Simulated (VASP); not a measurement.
# Pd (Im-3m) in VASP: settings compared

Pd is run at these levels: PBE0, PBEsol-based global hybrid with 25 % exact exchange, r2SCANh, r2SCAN0; tasks: relaxation of cell and atoms, single point.

All numbers are computed with VASP 6.6.1; they aren't measurements. Logs are shortened: lines on timing, memory, paths and dates and some standing lists are left out, and cuts for length are marked.

## (1) The cell of the first run

It takes space group Im-3m (No. 229, cubic). The conventional cell has a = 3.145 Å, b = 3.145 Å, c = 3.145 Å, α = 90.00°, β = 90.00°, γ = 90.00°. Pd (site symmetry m-3m) has 14 Pd at 2.72 to 3.14 Å within 3.6 Å.

This isn't the form of Pd at room conditions, which is fcc.

## (2) Relaxation of cell and atoms, PBE0

File POSCAR:

```
Pd
1.0
   -1.5722810000      1.5722810000      1.5722810000
    1.5722810000     -1.5722810000      1.5722810000
    1.5722810000      1.5722810000     -1.5722810000
Pd
1
Direct
    0.0000000000      0.0000000000      0.0000000000
```

File INCAR.step1:

```
PREC     = Accurate       # precision mode
ENCUT    = 600            # plane-wave cutoff, eV
EDIFF    = 1E-5           # SCF threshold, eV
ISMEAR   = -1             # smearing method
SIGMA    = 0.05           # smearing width, eV
LREAL    = F              # projectors in reciprocal space
LASPH    = T              # aspherical terms in the spheres
NELM     = 80             # most SCF steps
ALGO     = Normal         # electronic algorithm
LWAVE    = T              # write WAVECAR
LCHARG   = F              # write CHGCAR
GGA      = PE             # functional
NBANDS   = 11             # bands
```

File INCAR.step2:

```
PREC     = Accurate       # precision mode
ENCUT    = 600            # plane-wave cutoff, eV
EDIFF    = 1E-6           # SCF threshold, eV
ISMEAR   = -1             # smearing method
SIGMA    = 0.05           # smearing width, eV
LREAL    = F              # projectors in reciprocal space
LASPH    = T              # aspherical terms in the spheres
NELM     = 80             # most SCF steps
ALGO     = Normal         # electronic algorithm
ISIF     = 3              # what is computed and relaxed
LWAVE    = F              # write WAVECAR
LCHARG   = F              # write CHGCAR
GGA      = PE             # functional
LHFCALC  = T              # exact exchange
AEXX     = 0.25           # exact-exchange fraction
PRECFOCK = Normal       
IBRION   = 2              # ionic algorithm
NSW      = 60             # ionic steps
EDIFFG   = -0.01          # ionic threshold
ISTART   = 1
```

File KPOINTS:

```
Automatic mesh
0
Gamma
  6 6 6
```

Potentials or basis: VASP PAW PBE potentials, release 64 (Pd).

Started as:

```bash
cat potpaw_PBE.64/Pd/POTCAR > POTCAR
cp INCAR.step1 INCAR
mpirun -np 1 vasp_std > vasp.out
cp INCAR.step2 INCAR
mpirun -np 1 vasp_std > vasp.out
```

OUTCAR:

```text
PREC = Accurate
   ENCUT = 600
   EDIFF = 1E-6
   ISMEAR = -1
   LREAL = F
   LASPH = T
   NELM = 80
   ISIF = 3
   GGA = PE
   LHFCALC = T
   AEXX = 0.25
   PRECFOCK = Normal
   IBRION = 2
   NSW = 60
   EDIFFG = -0.01
   ISTART = 1

 ion  position               nearest neighbor table
   1  0.000  0.000  0.000-

  LATTYP: Found a body centered cubic cell.
 ALAT       =     3.1445620000

  Lattice vectors:

 A1 = (  -1.5722810000,   1.5722810000,   1.5722810000)
 A2 = (   1.5722810000,  -1.5722810000,   1.5722810000)
 A3 = (   1.5722810000,   1.5722810000,  -1.5722810000)

Analysis of symmetry for initial positions (statically):
=====================================================================
 Subroutine PRICEL returns:
 Original cell was already a primitive cell.

 Routine SETGRP: Setting up the symmetry group for a
 body centered cubic supercell.

 Subroutine GETGRP returns: Found 48 space group operations
 (whereof 48 operations were pure point group operations)
 out of a pool of 48 trial point group operations.

The static configuration has the point symmetry O_h .

Analysis of symmetry for dynamics (positions and initial velocities):
=====================================================================
 Subroutine PRICEL returns:
 Original cell was already a primitive cell.

 Routine SETGRP: Setting up the symmetry group for a
 body centered cubic supercell.

 Subroutine GETGRP returns: Found 48 space group operations
 (whereof 48 operations were pure point group operations)
 out of a pool of 48 trial point group operations.

The dynamic configuration has the point symmetry O_h .

 Subroutine INISYM returns: Found 48 space group operations
 (whereof 48 operations are pure point group operations),
 and found     1 'primitive' translations

----------------------------------------------------------------------------------------

                                     Primitive cell

  volume of cell :      15.5471

  direct lattice vectors                    reciprocal lattice vectors
    -1.572281000  1.572281000  1.572281000     0.000000000  0.318009313  0.318009313
     1.572281000 -1.572281000  1.572281000     0.318009313  0.000000000  0.318009313
     1.572281000  1.572281000 -1.572281000     0.318009313  0.318009313  0.000000000

  length of vectors
     2.723270576  2.723270576  2.723270576     0.449733083  0.449733083  0.449733083

  position of ions in fractional coordinates (direct lattice)
     0.000000000  0.000000000  0.000000000

  ion indices of the primitive-cell ions
   primitive index   ion index
                 1           1

----------------------------------------------------------------------------------------

 KPOINTS: Automatic mesh

Automatic generation of k-mesh.
 Grid dimensions read from file:
 generate k-points for:    6    6    6

 Generating k-lattice:

  Cartesian coordinates                     Fractional coordinates (reciprocal lattice)
     0.000000000  0.053001552  0.053001552     0.166666667  0.000000000  0.000000000
     0.053001552  0.000000000  0.053001552     0.000000000  0.166666667  0.000000000
     0.053001552  0.053001552  0.000000000     0.000000000  0.000000000  0.166666667

  Length of vectors
     0.074955514  0.074955514  0.074955514

  Shift w.r.t. Gamma in fractional coordinates (k-lattice)
     0.000000000  0.000000000  0.000000000

 Subroutine IBZKPT returns following result:
 ===========================================

 Found     16 irreducible k-points:

 Following reciprocal coordinates:
            Coordinates               Weight
  0.000000  0.000000  0.000000      1.000000
  0.166667  0.000000  0.000000     12.000000
  0.333333  0.000000  0.000000     12.000000
  0.500000  0.000000  0.000000      6.000000
  0.166667  0.166667  0.000000     24.000000
  0.333333  0.166667 -0.000000     48.000000
[... 8 lines left out ...]
  0.500000  0.500000  0.333333     12.000000
  0.500000  0.500000  0.500000      1.000000
   k-points           NKPTS =     16   k-points in BZ     NKDIM =    216   number of bands    NBANDS=      9
   number of dos      NEDOS =    301   number of ions     NIONS =      1
   total plane-waves  NPLWV =  13824
   dimension x,y,z NGX =    24 NGY =   24 NGZ =   24
   dimension x,y,z NGXF=    48 NGYF=   48 NGZF=   48
   ions per type =               1
   NGX,Y,Z   is equivalent  to a cutoff of  14.65, 14.65, 14.65 a.u.
   NGXF,Y,Z  is equivalent  to a cutoff of  29.30, 29.30, 29.30 a.u.
 SYSTEM =  unknown system
   PREC   = accura    normal or accurate (medium, high low for compatibility)
   ISTART =      1    job   : 0-new  1-cont  2-samecut
   ICHARG =      0    charge: 1-file 2-atom 10-const
   ISPIN  =      1    spin polarized calculation?
   LNONCOLLINEAR =      F non collinear calculations
   LSORBIT =      F    spin-orbit coupling
   LASPH  =      T    aspherical Exc in radial PAW
   ENCUT  =  600.0 eV  44.10 Ry    6.64 a.u.   5.44  5.44  5.44*2*pi/ulx,y,z
   NELM   =     80;   NELMIN=  2; NELMDL=  0     # of ELM steps
   EDIFF  = 0.1E-05   stopping-criterion for ELM
   LREAL  =      F    real-space projection
   EDIFFG = -.1E-01   stopping-criterion for IOM
   NSW    =     60    number of steps for IOM
   IBRION =      2    ionic relax: 0-MD 1-quasi-New 2-CG
   NFREE  =      1    steps in history (QN), initial steepest desc. (CG)
   ISIF   =      3    stress and relaxation
   ISYM   =      3    0-nonsym 1-usesym 2-fastsym
   POTIM  = 0.5000    time-step for ionic-motion
   TEBEG  =    0.0;   TEEND  =   0.0 temperature during run
   PSTRESS=    0.0 pullay stress
   NELECT =      10.0000    total number of electrons
   NUPDOWN=      -1.0000    fix difference up-down
   EMIN   =  10.00;   EMAX   =-10.00  energy-range for DOS
   EFERMI =   0.00;   METHOD = LEGACY
   ISMEAR =    -1;   SIGMA  =   0.05  broadening in eV -4-tet -1-fermi 0-gaus
   EFERMI_NEDOS =   21; number of points for ismear=-14 and -15
   IALGO  =     38    algorithm
   IMIX   =      1    mixing-type and parameters
     AMIX     =   0.40;   BMIX     =  1.00
     AMIX_MAG =   1.60;   BMIX_MAG =  1.00
  volume/ion in A,a.u.               =      15.55       104.92
  Fermi-wavevector in a.u.,A,eV,Ry     =   1.413160  2.670485 27.171123  1.997021
  Thomas-Fermi vector in A             =   2.534834
   LORBIT       =      0    0 simple, 1 ext, 2 COOP (PROOUT), +10 PAW based schemes
   GGA     = PE    functional components
   LHFCALC =     T    Hartree Fock is set to
   PRECFOCK=normal    Normal, Fast or Accurate (Low or Medium for compatibility)
   ENCUT4O =  -1.0   cutoff for four orbital integrals eV
   NKREDX  =     1    reduce k-point grid by
   NKREDY  =     1    reduce k-point grid by
   NKREDZ  =     1    reduce k-point grid by
   AEXX    =    0.2500 exact exchange contribution
   HFSCREEN=    0.0000 screening length (either q_TF or 0.3 A-1)
   HFSCREENC=   0.0000 screening length for correlation (either q_TF or 0.3 A-1)
   ENCUTFOCK=  -1.0 apply spherical cutoff to Coloumb kernel
   IVDW    =     0    specifies the selected vdW correction
   LEPSILON=     F    determine dielectric tensor
   LRPA    =     F    only Hartree local field effects (RPA)
 conjugate gradient relaxation of ions
 non-spin polarized calculation
  energy-cutoff  :      600.00
  volume of cell :       15.55
 maximum number of plane-waves:       531
 NGX is ok and might be reduce to    24
  NGX = 18; NGY = 18; NGZ = 18

--------------------------------------- Ionic step        1  -------------------------------------------

 number of electron      10.0000002 magnetization

 Free energy of the ion-electron system (eV)
  ---------------------------------------------------
  ext. energy  EPLUGINS =         0.00000000
  ---------------------------------------------------
  free energy    TOTEN  =        -6.53165832 eV

  energy without entropy =       -6.52847071  energy(sigma->0) =       -6.53006452

------------------------ aborting loop because EDIFF is reached ----------------------------------------

  FORCE on cell =-STRESS in cart. coord.  units (eV):
  Direction    XX          YY          ZZ          XY          YZ          ZX
  --------------------------------------------------------------------------------------
  -------------------------------------------------------------------------------------
  Total       -0.6717927     -0.6717927     -0.6717927     -0.0000000     -0.0000000      0.0000000
  in kB      -69.2301617    -69.2301617    -69.2301617     -0.0000000     -0.0000000      0.0000000
  external PRESSURE =     -69.2301617 kB  Pullay stress =       0.0000000 kB

 VOLUME and BASIS-vectors are now :
 -----------------------------------------------------------------------------
  energy-cutoff  :      600.00
  volume of cell :       15.55
      direct lattice vectors                 reciprocal lattice vectors
    -1.572281000  1.572281000  1.572281000     0.000000000  0.318009313  0.318009313
     1.572281000 -1.572281000  1.572281000     0.318009313  0.000000000  0.318009313
     1.572281000  1.572281000 -1.572281000     0.318009313  0.318009313  0.000000000
[... 36 lines left out ...]
 POSITION                                       TOTAL-FORCE (eV/Angst)
 -----------------------------------------------------------------------------------
      1.52132      1.52132      1.52132        -0.000000     -0.000000      0.000000
 -----------------------------------------------------------------------------------
    total drift:                               -0.000000      0.000000      0.000000

  FREE ENERGIE OF THE ION-ELECTRON SYSTEM (eV)
  ---------------------------------------------------
  free  energy   TOTEN  =        -6.5173671176 eV

  energy  without entropy=       -6.5141799567  energy(sigma->0) =       -6.51577354

--------------------------------------- Ionic step        3  -------------------------------------------

 number of electron      10.0000000 magnetization

 Free energy of the ion-electron system (eV)
  ---------------------------------------------------
  ext. energy  EPLUGINS =         0.00000000
  ---------------------------------------------------
  free energy    TOTEN  =        -6.54619646 eV

  energy without entropy =       -6.54300913  energy(sigma->0) =       -6.54460279

 E-fermi :   8.8274     XC(G=0): -10.2573

 val. band max:        8.1480032669   @ k =   0.1667   0.1667   0.0000
 cond. band min:       8.9473271476   @ k =  -0.3333   0.5000   0.1667
 fundamental gap:      0.7993238806
 Fermi energy:         8.8274331022

 k-point     1 :       0.0000    0.0000    0.0000
  band No.  band energies     occupation
      1       1.0687      2.00000
      2       5.0157      2.00000
      3       5.0157      2.00000
      4       5.0157      2.00000
      5       6.9077      2.00000
      6       6.9077      2.00000
      7      30.2763      0.00000
      8      30.2763      0.00000
      9      30.2763      0.00000

 k-point     2 :       0.1667    0.0000    0.0000
  band No.  band energies     occupation
      1       2.1554      2.00000
      2       4.6713      2.00000
      3       5.0830      2.00000
      4       5.8530      2.00000
      5       6.6364      2.00000
      6       6.9693      2.00000
      7      28.9882      0.00000
      8      29.9224      0.00000
      9      31.5354      0.00000
[... 188 lines left out ...]
 POSITION                                       TOTAL-FORCE (eV/Angst)
 -----------------------------------------------------------------------------------
      0.00000      0.00000      0.00000         0.000000     -0.000000     -0.000000
 -----------------------------------------------------------------------------------
    total drift:                               -0.000000      0.000000      0.000000

  FREE ENERGIE OF THE ION-ELECTRON SYSTEM (eV)
  ---------------------------------------------------
  free  energy   TOTEN  =        -6.5461964598 eV

  energy  without entropy=       -6.5430091290  energy(sigma->0) =       -6.54460279

 reached required accuracy - stopping structural energy minimisation
```

Run time: 30 min. Hardware: 1 thread of Intel Xeon Platinum 8488C (Sapphire Rapids), shared host; peak memory 0.16 GiB.

What came out:

```yaml
Free_energy: -6.5462 eV
Relaxed_volume: 14.91 Å³/atom
Relaxed_cell: a = 2.686 Å, b = 2.686 Å, c = 2.686 Å, α = 109.47°, β = 109.47°, γ = 109.47°
Space_group_after_relaxing_to_0.1_Å: Im-3m (No. 229)
Energy_gained_by_relaxing: 14.5 meV/atom
Ionic_steps: 3
Pressure_after_relaxing: -0.1 GPa
Band_gap_on_the_k_mesh: zero (bands 5 and 6 overlap by 2.99 eV)
```

The path:
```tsv
step	energy change (eV)	largest force (eV/Å)	pressure (GPa)	volume (Å³)
1	0.0000	0.0000	-6.92	15.55
2	0.0143	0.0000	12.01	14.08
3	-0.0145	0.0000	-0.09	14.91
```

Final structure:
```
Pd
1.0
    -1.55052    1.55052    1.55052
     1.55052   -1.55052    1.55052
     1.55052    1.55052   -1.55052
Pd
1
Cartesian
  0.0000 0.0000 0.0000
```

Caveat: the k points lie up to 0.48 Å⁻¹ apart in the final cell, too coarse for converged energies and pressures of a metal; the PAW data sets were made with another functional, which shifts forces and pressure a little.

(Part 1 of 2 ends here.)

The gap in the log of VASP goes by the Fermi energy; the results here count the filled bands.